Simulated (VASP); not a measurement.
Input of a VASP 6.6.1 run:

INCAR

```
SYSTEM = P
PREC = Accurate ; ENCUT = 520
EDIFF = 1E-7 ; ISMEAR = -1
SIGMA = 0.1 ; LREAL = .FALSE.
LASPH = .TRUE. ; NELM = 80
ALGO = Normal ; ISIF = 2
LWAVE = .FALSE. ; LCHARG = .FALSE.
GGA = PE ; NBANDS = 18
```

The input KPOINTS:

```
regular mesh
0
G
  5 5 4
  0 0 0
```

Contents of POSCAR:

```
P
1.0
    1.6601579908     -5.6150852166      0.0000000000
    1.6601579908      5.6150852166      0.0000000000
    0.0000000000      0.0000000000      4.5441897532
P
4
Direct
    0.0944675892      0.9055324108      0.9141611630
    0.5944675892      0.4055324108      0.5858388370
    0.9055324108      0.0944675892      0.0858388370
    0.4055324108      0.5944675892      0.4141611630
```

Potentials or basis: VASP PAW PBE potentials, release 64 (P).

Command:

```sh
$ cat potpaw_PBE.64/P/POTCAR > POTCAR
$ mpirun -np 1 vasp_std > vasp.out
```

(1) Predict the band gap on the k mesh.

(2) Estimate the largest force.

(3) Predict the pressure.

Answers

(1) 0.44 eV, direct.

(2) 0.055 eV/Å.

(3) -0.3 GPa.
